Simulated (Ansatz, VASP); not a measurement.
# Si2Mo in VASP and in Ansatz

```
Si Mo
1.0
    -1.58926    1.58926    3.90412
     1.58926   -1.58926    3.90412
     1.58926    1.58926   -3.90412
Si Mo
2 1
Direct
  0.33470 0.33470 0.00000
  0.66530 0.66530 0.00000
  0.00000 0.00000 0.00000
```

Change from the starting cell: volume scaled by 0.98, ions relaxed.

Alike in both runs: functional PBE; k mesh 20 × 20 × 20; occupations fermi-dirac, width 0.05 eV; no spin polarisation.

Ansatz relaxed the structure, and its values are those at the end. VASP's run is a single point on that final structure, the one shown.

```csv
,VASP,Ansatz
version,VASP 6.6.1,Ansatz 0.2.0
potentials or method,"VASP PAW PBE potentials, release 64 (Si, Mo_sv)","plane-wave PAW, scalar-relativistic"
plane-wave cutoff (eV),520,420
valence electrons in the cell,22,22
```

Ansatz gave:

- pressure (GPa): 7.1
- rms of the force components (eV/Å): 0.005

What did VASP give for the same quantities?

Pressure (GPa): 7.2; rms of the force components (eV/Å): 0.007.

Ansatz's warnings: stress scf threshold loose.
